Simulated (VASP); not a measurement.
# CdSe (Fm-3m) in VASP: notebook, part 2 of 3

VASP 6.6.1. The steps go on from the part before.

### Step 4. Single point, PBEsol (volume scaled by 0.800)

Input file INCAR:

```
SYSTEM = CdSe
ALGO     = Normal         ! electronic algorithm
EDIFF    = 1E-6           ! SCF threshold, eV
ENCUT    = 520            ! plane-wave cutoff, eV
GGA      = PS             ! functional
ISIF     = 2              ! what is computed and relaxed
ISMEAR   = 0              ! smearing method
LASPH    = .True.         ! aspherical terms in the spheres
LCHARG   = .True.         ! write CHGCAR
LELF     = .True.         ! ELF
LREAL    = .False.        ! projectors in reciprocal space
LVHAR    = .True.       
LWAVE    = .False.        ! write WAVECAR
NBANDS   = 16             ! bands
NELM     = 80             ! most SCF steps
PREC     = Accurate       ! precision mode
SIGMA    = 0.05           ! smearing width, eV
```

Input file KPOINTS:

```
k-points
0
Gamma
  12 12 12
  0 0 0
```

Input file POSCAR:

```
CdSe
1.0
    0.0000000000      2.6111186344      2.6111186344
    2.6111186344      0.0000000000      2.6111186344
    2.6111186344      2.6111186344      0.0000000000
Cd Se
1 1
Direct
    0.0000000000      0.0000000000      0.0000000000
    0.5000000000      0.5000000000      0.5000000000
```

Potentials or basis: VASP PAW PBE potentials, release 64 (Cd, Se).

On the command line:

```
cat potpaw_PBE.64/Cd/POTCAR potpaw_PBE.64/Se/POTCAR > POTCAR
mpirun -np 1 vasp_std > vasp.out
```

OUTCAR:

```text
SYSTEM = CdSe
   EDIFF = 1E-6
   ENCUT = 520
   GGA = PS
   ISIF = 2
   ISMEAR = 0
   LASPH = .True.
   LREAL = .False.
   NELM = 80
   PREC = Accurate

 ion  position               nearest neighbor table
   1  0.000  0.000  0.000-   2 2.61   2 2.61   2 2.61   2 2.61   2 2.61   2 2.61
   2  0.500  0.500  0.500-   1 2.61   1 2.61   1 2.61   1 2.61   1 2.61   1 2.61

  LATTYP: Found a face centered cubic cell.
 ALAT       =     5.2222372688

  Lattice vectors:

 A1 = (   0.0000000000,   2.6111186344,   2.6111186344)
 A2 = (   2.6111186344,   0.0000000000,   2.6111186344)
 A3 = (   2.6111186344,   2.6111186344,   0.0000000000)

Analysis of symmetry for initial positions (statically):
=====================================================================
 Subroutine PRICEL returns:
 Original cell was already a primitive cell.

 Routine SETGRP: Setting up the symmetry group for a
 face centered cubic supercell.

 Subroutine GETGRP returns: Found 48 space group operations
 (whereof 48 operations were pure point group operations)
 out of a pool of 48 trial point group operations.

The static configuration has the point symmetry O_h .

[... 155 lines left out ...]
  ---------------------------------------------------
  free energy    TOTEN  =        -5.33267702 eV

  energy without entropy =       -5.33170581  energy(sigma->0) =       -5.33219142

 E-fermi :   5.1889     XC(G=0): -11.6217

 val. band max:        5.1219911537   @ k =  -0.4167   0.0833   0.0000
 cond. band min:       5.1911510346   @ k =  -0.2500   0.1667   0.0000
 fundamental gap:      0.0691598810
 Fermi energy:         5.1889471249

 k-point     1 :       0.0000    0.0000    0.0000
  band No.  band energies     occupation
      1     -10.0271      2.00000
      2      -3.6479      2.00000
      3      -3.6479      2.00000
      4      -3.6285      2.00000
      5      -3.6285      2.00000
      6      -3.6285      2.00000
[... 433 lines left out ...]
      3      -4.0880      2.00000
      4      -3.8733      2.00000
      5      -3.3136      2.00000
      6      -3.2464      2.00000
[... 8 lines left out ...]
     15      17.6973      0.00000
     16      18.8020      0.00000

 [... further k-points ...]
[... 5 lines left out ...]
  --------------------------------------------------------------------------------------
  -------------------------------------------------------------------------------------
  Total        6.3558269      6.3558269      6.3558269     -0.0000000     -0.0000000     -0.0000000
  in kB      286.0044787    286.0044787    286.0044787     -0.0000000     -0.0000000     -0.0000000
  external PRESSURE =     286.0044787 kB  Pullay stress =       0.0000000 kB

 VOLUME and BASIS-vectors are now :
 -----------------------------------------------------------------------------
  energy-cutoff  :      520.00
  volume of cell :       35.60
      direct lattice vectors                 reciprocal lattice vectors
     0.000000000  2.611118634  2.611118634    -0.191488810  0.191488810  0.191488810
     2.611118634  0.000000000  2.611118634     0.191488810 -0.191488810  0.191488810
     2.611118634  2.611118634  0.000000000     0.191488810  0.191488810 -0.191488810

 POSITION                                       TOTAL-FORCE (eV/Angst)
 -----------------------------------------------------------------------------------
      0.00000      0.00000      0.00000        -0.000000     -0.000000     -0.000000
      2.61112      2.61112      2.61112         0.000000      0.000000      0.000000
 -----------------------------------------------------------------------------------
    total drift:                               -0.000000      0.000000      0.000000

  FREE ENERGIE OF THE ION-ELECTRON SYSTEM (eV)
  ---------------------------------------------------
  free  energy   TOTEN  =        -5.3326770233 eV

  energy  without entropy=       -5.3317058111  energy(sigma->0) =       -5.33219142
```

stdout:

```text
POSCAR found type information on POSCAR CdSe
 POSCAR found :  2 types and       2 ions
 scaLAPACK will be used
 -----------------------------------------------------------------------------
|                                                                             |
|                                                                             |
|     You enforced a specific xc type in the INCAR file but a different       |
|     I HOPE YOU KNOW WHAT YOU ARE DOING!                                     |
|                                                                             |
 -----------------------------------------------------------------------------

 LDA part: xc-table for (Slater+PW92), standard interpolation
 POSCAR, INCAR and KPOINTS ok, starting setup
 FFT: planning ... GRIDC
 FFT: planning ... GRID_SOFT
 FFT: planning ... GRID
 WAVECAR not read
 entering main loop
```

Run time: 70 s. Hardware: 1 thread of AMD EPYC 7R13, shared host; peak memory 0.16 GiB.

Results:

```yaml
Free_energy: -5.3327 eV
Pressure: 28.6 GPa
Band_gap_on_the_k_mesh: zero (band 9 reaches 5.21 eV, above the bottom of band 10 at 4.48 eV)
```

Levels at points of the mesh, in eV from the Fermi level:
```tsv
k point	band 7	band 8	band 9	band 10	band 11	band 12
(0.00, 0.00, 0.00)	-1.23	-1.23	-1.23	1.35	8.73	8.73
(0.50, 0.00, 0.00)	-6.49	0.02	0.02	2.57	4.93	4.93
(0.50, 0.50, 0.00)	-6.34	-3.40	-3.40	-0.71	4.86	11.71
```

Caveat: the PAW data sets were made with another functional, which shifts forces and pressure a little.

[end of part 2 of 3]
